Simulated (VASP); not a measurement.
A run of VASP 6.6.1:

The input POSCAR:

```
ZnS
1.0
    0.0000000000      2.0556995568      2.0556995568
    2.0556995568      0.0000000000      2.0556995568
    2.0556995568      2.0556995568      0.0000000000
Zn S
1 1
Direct
    0.0000000000      0.0000000000      0.0000000000
    0.5000000000      0.5000000000      0.5000000000
```

The input INCAR.step1:

```
SYSTEM = ZnS
PREC = Accurate
ENCUT = 520
EDIFF = 1E-6
ISMEAR = -1
SIGMA = 0.05
LREAL = .FALSE.
LASPH = .TRUE.
NELM = 100
ALGO = Normal
ISIF = 2
LWAVE = .FALSE.
LCHARG = .TRUE.
GGA = PS
NBANDS = 16
```

Contents of KPOINTS.step1:

```
regular mesh
0
G
  16 16 16
  0 0 0
```

INCAR.step2

```
SYSTEM = ZnS
PREC = Accurate
ENCUT = 520
EDIFF = 1E-6
ISMEAR = -5
SIGMA = 0.05
LREAL = .FALSE.
LASPH = .TRUE.
NELM = 100
ALGO = Normal
ISIF = 2
LWAVE = .FALSE.
LCHARG = .FALSE.
GGA = PS
LORBIT = 11
NEDOS = 1001
ICHARG = 11
```

File KPOINTS.step2:

```
regular mesh
0
G
  24 24 24
  0 0 0
```

Potentials or basis: VASP PAW PBE potentials, release 64 (Zn, S).

Launch:

```sh
$ cat potpaw_PBE.64/Zn/POTCAR potpaw_PBE.64/S/POTCAR > POTCAR
$ cp INCAR.step1 INCAR
$ cp KPOINTS.step1 KPOINTS
$ mpirun -np 1 vasp_std > vasp.out
$ cp INCAR.step2 INCAR
$ cp KPOINTS.step2 KPOINTS
$ mpirun -np 1 vasp_std > vasp.out
```

Hardware: 1 thread of Intel(R) Xeon(R) 6975P-C (Granite Rapids), on a shared host.

Task: Estimate the wall time of this run.

Result: Run time: 34 s on 1 thread of Intel(R) Xeon(R) 6975P-C (Granite Rapids), with other jobs on the host, peak memory 0.21 GiB. Counts: k points 413.
